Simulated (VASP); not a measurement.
# TaN in VASP: notebook

Runs on TaN. Level: LDA. Tasks: single point.

Everything below comes from runs of VASP 6.6.1. Logs are shortened: lines on timing, memory, paths and dates and some standing lists are left out, and cuts for length are marked.

### 1 The cell of the first run

The structure is hexagonal, space group P6/mmm (No. 191). Conventional cell: a = 5.029 Å, b = 5.029 Å, c = 2.908 Å, α = 90.00°, β = 90.00°, γ = 120.00°. Within 3.3 Å of Ta (site symmetry 6/mmm) lie 6 N at 2.51 Å and 14 Ta at 2.91 to 3.25 Å. Within 2.7 Å of Ta (site symmetry -6m2) lie 6 N at 2.05 Å. N (site symmetry mmm) has 6 Ta at 2.05 to 2.51 Å and 4 N at 2.51 Å within 2.7 Å.

### 2 Single point, LDA (equal xx and yy strain of -3 %)

The input, INCAR:

```
SYSTEM = TaN
PREC = Accurate ; ENCUT = 520
EDIFF = 1E-7 ; ISMEAR = -1
SIGMA = 0.03 ; LREAL = .FALSE.
LASPH = .TRUE. ; NELM = 60
ALGO = Normal ; ISIF = 2
LWAVE = .FALSE. ; LCHARG = .FALSE.
NBANDS = 33
```

The input, KPOINTS:

```
Automatic mesh
0
G
  5 5 8
  0 0 0
```

The input, POSCAR:

```
TaN
1.0
    5.0294492781      0.0000000000      0.0000000000
   -2.5147246391      4.3556308419      0.0000000000
    0.0000000000      0.0000000000      2.9080000000
Ta N
3 3
Direct
    0.0000000000      0.0000000000      0.0000000000
    0.3333333333      0.6666666667      0.5000000000
    0.6666666667      0.3333333333      0.5000000000
    0.5000000000      0.0000000000      0.0000000000
    0.5000000000      0.5000000000      0.0000000000
    0.0000000000      0.5000000000      0.0000000000
```

Potentials or basis: VASP PAW LDA potentials, release 64 (Ta_pv, N).

Launch:

```bash
$ cat potpaw_LDA.64/Ta_pv/POTCAR potpaw_LDA.64/N/POTCAR > POTCAR
$ mpirun -np 1 vasp_std > vasp.out
```

OUTCAR:

```text
SYSTEM = TaN
   PREC = Accurate
   ENCUT = 520
   EDIFF = 1E-7
   ISMEAR = -1
   LREAL = .FALSE.
   LASPH = .TRUE.
   NELM = 60
   ISIF = 2

 ion  position               nearest neighbor table
   1  0.000  0.000  0.000-   5 2.51   5 2.51   4 2.51   4 2.51   6 2.51   6 2.51   3 3.25   3 3.25
                             2 3.25   2 3.25   2 3.25   3 3.25   2 3.25   3 3.25   2 3.25   3 3.25
   2  0.333  0.667  0.500-   6 2.05   6 2.05   4 2.05   4 2.05   5 2.05   5 2.05   3 2.90   3 2.90
                             3 2.90   1 3.25   1 3.25   1 3.25   1 3.25   1 3.25   1 3.25
   3  0.667  0.333  0.500-   6 2.05   6 2.05   4 2.05   4 2.05   5 2.05   5 2.05   2 2.90   2 2.90
                             2 2.90   1 3.25   1 3.25   1 3.25   1 3.25   1 3.25   1 3.25
   4  0.500  0.000  0.000-   2 2.05   3 2.05   2 2.05   3 2.05   1 2.51   1 2.51
   5  0.500  0.500  0.000-   2 2.05   3 2.05   2 2.05   3 2.05   1 2.51   1 2.51
   6  0.000  0.500  0.000-   2 2.05   3 2.05   2 2.05   3 2.05   1 2.51   1 2.51

  LATTYP: Found a hexagonal cell.
 ALAT       =     5.0294492781
 C/A-ratio  =     0.5781945178

  Lattice vectors:

 A1 = (   5.0294492781,   0.0000000000,   0.0000000000)
 A2 = (  -2.5147246391,   4.3556308419,   0.0000000000)
 A3 = (   0.0000000000,   0.0000000000,   2.9080000000)

Analysis of symmetry for initial positions (statically):
=====================================================================
 Subroutine PRICEL returns:
 Original cell was already a primitive cell.

 Routine SETGRP: Setting up the symmetry group for a
 hexagonal supercell.

 Subroutine GETGRP returns: Found 24 space group operations
 (whereof 24 operations were pure point group operations)
 out of a pool of 24 trial point group operations.

The static configuration has the point symmetry D_6h.

Analysis of symmetry for dynamics (positions and initial velocities):
=====================================================================
 Subroutine PRICEL returns:
 Original cell was already a primitive cell.

 Routine SETGRP: Setting up the symmetry group for a
 hexagonal supercell.

 Subroutine GETGRP returns: Found 24 space group operations
 (whereof 24 operations were pure point group operations)
 out of a pool of 24 trial point group operations.

The dynamic configuration has the point symmetry D_6h.

 Subroutine INISYM returns: Found 24 space group operations
 (whereof 24 operations are pure point group operations),
 and found     1 'primitive' translations

----------------------------------------------------------------------------------------

                                     Primitive cell

  volume of cell :      63.7039

  direct lattice vectors                    reciprocal lattice vectors
     5.029449278  0.000000000  0.000000000     0.198828926  0.114793934  0.000000000
    -2.514724639  4.355630842  0.000000000     0.000000000  0.229587868  0.000000000
     0.000000000  0.000000000  2.908000000     0.000000000  0.000000000  0.343878955

  length of vectors
     5.029449278  5.029449278  2.908000000     0.229587868  0.229587868  0.343878955

  position of ions in fractional coordinates (direct lattice)
     0.000000000  0.000000000  0.000000000
     0.333333333  0.666666667  0.500000000
     0.666666667  0.333333333  0.500000000
     0.500000000  0.000000000  0.000000000
     0.500000000  0.500000000  0.000000000
     1.000000000  0.500000000  0.000000000

  ion indices of the primitive-cell ions
   primitive index   ion index
                 1           1
                 2           2
                 3           3
                 4           4
                 5           5
                 6           6

----------------------------------------------------------------------------------------

 KPOINTS: Automatic mesh

Automatic generation of k-mesh.
 Grid dimensions read from file:
 generate k-points for:    5    5    8

 Generating k-lattice:

  Cartesian coordinates                     Fractional coordinates (reciprocal lattice)
     0.039765785  0.022958787  0.000000000     0.200000000 -0.000000000  0.000000000
     0.000000000  0.045917574  0.000000000     0.000000000  0.200000000  0.000000000
     0.000000000  0.000000000  0.042984869     0.000000000  0.000000000  0.125000000

  Length of vectors
     0.045917574  0.045917574  0.042984869

  Shift w.r.t. Gamma in fractional coordinates (k-lattice)
     0.000000000  0.000000000  0.000000000

 Subroutine IBZKPT returns following result:
 ===========================================

 Found     25 irreducible k-points:

 Following reciprocal coordinates:
            Coordinates               Weight
  0.000000  0.000000  0.000000      1.000000
  0.200000  0.000000  0.000000      6.000000
  0.400000  0.000000  0.000000      6.000000
  0.200000  0.200000  0.000000      6.000000
  0.400000  0.200000  0.000000      6.000000
  0.000000  0.000000  0.125000      2.000000
[... 16 lines left out ...]
  0.400000  0.000000  0.500000      6.000000
  0.200000  0.200000  0.500000      6.000000
   k-points           NKPTS =     25   k-points in BZ     NKDIM =     25   number of bands    NBANDS=     33
   number of dos      NEDOS =    301   number of ions     NIONS =      6
   total plane-waves  NPLWV =  38400
   dimension x,y,z NGX =    40 NGY =   40 NGZ =   24
   dimension x,y,z NGXF=    80 NGYF=   80 NGZF=   48
   ions per type =               3   3
   NGX,Y,Z   is equivalent  to a cutoff of  13.22, 13.22, 13.72 a.u.
   NGXF,Y,Z  is equivalent  to a cutoff of  26.44, 26.44, 27.44 a.u.
 SYSTEM =  TaN
   PREC   = accura    normal or accurate (medium, high low for compatibility)
   ISTART =      0    job   : 0-new  1-cont  2-samecut
   ICHARG =      2    charge: 1-file 2-atom 10-const
   ISPIN  =      1    spin polarized calculation?
   LNONCOLLINEAR =      F non collinear calculations
   LSORBIT =      F    spin-orbit coupling
   LASPH  =      T    aspherical Exc in radial PAW
   ENCUT  =  520.0 eV  38.22 Ry    6.18 a.u.   9.35  9.35  5.41*2*pi/ulx,y,z
   NELM   =     60;   NELMIN=  2; NELMDL= -5     # of ELM steps
   EDIFF  = 0.1E-06   stopping-criterion for ELM
   LREAL  =      F    real-space projection
   EDIFFG = 0.1E-05   stopping-criterion for IOM
   NSW    =      0    number of steps for IOM
   IBRION =     -1    ionic relax: 0-MD 1-quasi-New 2-CG
   NFREE  =      0    steps in history (QN), initial steepest desc. (CG)
   ISIF   =      2    stress and relaxation
   ISYM   =      2    0-nonsym 1-usesym 2-fastsym
   POTIM  = 0.5000    time-step for ionic-motion
   TEBEG  =    0.0;   TEEND  =   0.0 temperature during run
   PSTRESS=    0.0 pullay stress
   NELECT =      48.0000    total number of electrons
   NUPDOWN=      -1.0000    fix difference up-down
   EMIN   =  10.00;   EMAX   =-10.00  energy-range for DOS
   EFERMI =   0.00;   METHOD = LEGACY
   ISMEAR =    -1;   SIGMA  =   0.03  broadening in eV -4-tet -1-fermi 0-gaus
   EFERMI_NEDOS =   21; number of points for ismear=-14 and -15
   IALGO  =     38    algorithm
   IMIX   =      4    mixing-type and parameters
     AMIX     =   0.40;   BMIX     =  1.00
     AMIX_MAG =   1.60;   BMIX_MAG =  1.00
  volume/ion in A,a.u.               =      10.62        71.65
  Fermi-wavevector in a.u.,A,eV,Ry     =   1.489704  2.815132 30.194288  2.219218
  Thomas-Fermi vector in A             =   2.602579
   LORBIT       =      0    0 simple, 1 ext, 2 COOP (PROOUT), +10 PAW based schemes
   GGA     = CA    functional components
   LHFCALC =     F    Hartree Fock is set to
   AEXX    =    0.0000 exact exchange contribution
   IVDW    =     0    specifies the selected vdW correction
   LEPSILON=     F    determine dielectric tensor
   LRPA    =     F    only Hartree local field effects (RPA)
 non-spin polarized calculation
  energy-cutoff  :      520.00
  volume of cell :       63.70
 maximum number of plane-waves:      1732
 NGX is ok and might be reduce to    40
   NGX = 19   NGY = 19   NGZ = 11

 number of electron      47.9999999 magnetization

 Free energy of the ion-electron system (eV)
  ---------------------------------------------------
  ext. energy  EPLUGINS =         0.00000000
  ---------------------------------------------------
  free energy    TOTEN  =       -71.14486197 eV

  energy without entropy =      -71.14420064  energy(sigma->0) =      -71.14453131

 E-fermi :   8.7154     XC(G=0): -13.6223

 val. band max:        8.5692770733   @ k =   0.2000   0.0000   0.3750
 cond. band min:       8.8381606586   @ k =   0.2000   0.0000   0.2500
 fundamental gap:      0.2688835853
 Fermi energy:         8.7154183716

 k-point     1 :       0.0000    0.0000    0.0000
  band No.  band energies     occupation
      1     -27.2532      2.00000
      2     -27.2532      2.00000
      3     -26.7920      2.00000
      4     -26.7920      2.00000
      5     -26.5806      2.00000
      6     -26.4060      2.00000
[... 25 lines left out ...]
     32      12.1704      0.00000
     33      12.4352      0.00000

 k-point     2 :       0.2000    0.0000    0.0000
  band No.  band energies     occupation
      1     -27.2975      2.00000
      2     -27.2351      2.00000
      3     -26.7280      2.00000
      4     -26.7258      2.00000
      5     -26.5631      2.00000
      6     -26.4963      2.00000
[... 25 lines left out ...]
     32      12.3552      0.00000
     33      12.4232      0.00000
[... 754 lines left out ...]
     32      13.3302      0.00000
     33      14.8757      0.00000

 k-point    24 :       0.2000    0.2000    0.5000
  band No.  band energies     occupation
      1     -27.5530      2.00000
      2     -27.3673      2.00000
      3     -27.1249      2.00000
      4     -26.9565      2.00000
      5     -26.6518      2.00000
      6     -26.5021      2.00000
[... 25 lines left out ...]
     32      13.1417      0.00000
     33      14.6652      0.00000

 [... further k-points ...]

------------------------ aborting loop because EDIFF is reached ----------------------------------------

  FORCE on cell =-STRESS in cart. coord.  units (eV):
  Direction    XX          YY          ZZ          XY          YZ          ZX
  --------------------------------------------------------------------------------------
  -------------------------------------------------------------------------------------
  Total        7.7469440      7.7469440      4.5384658     -0.0000000     -0.0000000      0.0000000
  in kB      194.8386447    194.8386447    114.1441735     -0.0000000     -0.0000000      0.0000000
  external PRESSURE =     167.9404877 kB  Pullay stress =       0.0000000 kB

 VOLUME and BASIS-vectors are now :
 -----------------------------------------------------------------------------
  energy-cutoff  :      520.00
  volume of cell :       63.70
      direct lattice vectors                 reciprocal lattice vectors
     5.029449278  0.000000000  0.000000000     0.198828926  0.114793934  0.000000000
    -2.514724639  4.355630842  0.000000000     0.000000000  0.229587868  0.000000000
     0.000000000  0.000000000  2.908000000     0.000000000  0.000000000  0.343878955

 POSITION                                       TOTAL-FORCE (eV/Angst)
 -----------------------------------------------------------------------------------
      0.00000      0.00000      0.00000         0.000000      0.000000     -0.000000
     -0.00000      2.90375      1.45400         0.000000     -0.000000     -0.000000
      2.51472      1.45188      1.45400        -0.000000      0.000000      0.000000
      2.51472      0.00000      0.00000         0.000000      0.000000     -0.000000
      1.25736      2.17782      0.00000         0.000000      0.000000     -0.000000
     -1.25736      2.17782      0.00000        -0.000000      0.000000     -0.000000
 -----------------------------------------------------------------------------------
    total drift:                               -0.000000      0.000000     -0.000000

  FREE ENERGIE OF THE ION-ELECTRON SYSTEM (eV)
  ---------------------------------------------------
  free  energy   TOTEN  =       -71.1448619742 eV

  energy  without entropy=      -71.1442006401  energy(sigma->0) =      -71.14453131
```

It took 92 s on 1 thread of AMD EPYC 7R13, shared host; peak memory 0.15 GiB.

What came out:

```yaml
Free_energy: -71.1449 eV
Pressure: 16.8 GPa
Band_gap_on_the_k_mesh: zero (bands 24 and 25 overlap by 2.30 eV)
```

Caveat: the cell differs from its parent crystal (equal xx and yy strain of -3 %); the stress differs along the axes, from 11 to 19 GPa; spin-orbit coupling is left out, which moves the levels of the heavy elements.

### 3 Single point, LDA (equal xx and yy strain of -2 %)

The input, INCAR:

```
SYSTEM = TaN
  PREC = Accurate
  ENCUT = 520
  EDIFF = 1E-6
  ISMEAR = -1
  SIGMA = 0.03
  LREAL = .False.
  LASPH = .True.
  NELM = 100
  ALGO = Normal
  ISIF = 2
  LWAVE = .False.
  LCHARG = .False.
  GGA = CA
  NBANDS = 33
```

The input, KPOINTS:

```
Automatic mesh
0
Gamma
  5 5 8
  0 0 0
```

POSCAR, as its differences from that of step 2:

```diff
@@ -2,4 +2,4 @@
 1.0
-    5.0294492781      0.0000000000      0.0000000000
-   -2.5147246391      4.3556308419      0.0000000000
+    5.0812992707      0.0000000000      0.0000000000
+   -2.5406496353      4.4005342526      0.0000000000
     0.0000000000      0.0000000000      2.9080000000
```

Potentials or basis: VASP PAW LDA potentials, release 64 (Ta_pv, N).

Launch:

```bash
$ cat potpaw_LDA.64/Ta_pv/POTCAR potpaw_LDA.64/N/POTCAR > POTCAR
$ mpirun -np 1 vasp_std > vasp.out
```

It took 94 s on 1 thread of AMD EPYC 7R13, shared host; peak memory 0.16 GiB.

It converged, with:

| Quantity | Value |
| --- | --- |
| Free energy | -71.2730 eV |
| Pressure | 9.6 GPa |
| Band gap on the k mesh | zero (bands 24 and 25 overlap by 2.24 eV) |

Stress tensor (GPa, compression positive):
```
11.47  0.00  0.00
 0.00 11.47  0.00
 0.00  0.00  5.77
```

Levels at points of the mesh, in eV from the Fermi level:
| k point | band 21 | band 22 | band 23 | band 24 | band 25 | band 26 | band 27 | band 28 |
| --- | --- | --- | --- | --- | --- | --- | --- | --- |
| (0.00, 0.00, 0.00) | -2.87 | -2.48 | -1.99 | -1.31 | -1.31 | 0.63 | 0.63 | 1.60 |
| (0.00, 0.00, 0.50) | -3.04 | -3.04 | -1.92 | 0.93 | 0.93 | 1.31 | 2.01 | 2.78 |

Caveat: the cell differs from its parent crystal (equal xx and yy strain of -2 %); the stress differs along the axes, from 6 to 11 GPa; spin-orbit coupling is left out, which moves the levels of the heavy elements.

(Continued in part 2 of 3.)

The gap in the log of VASP goes by the Fermi energy; the results here count the filled bands.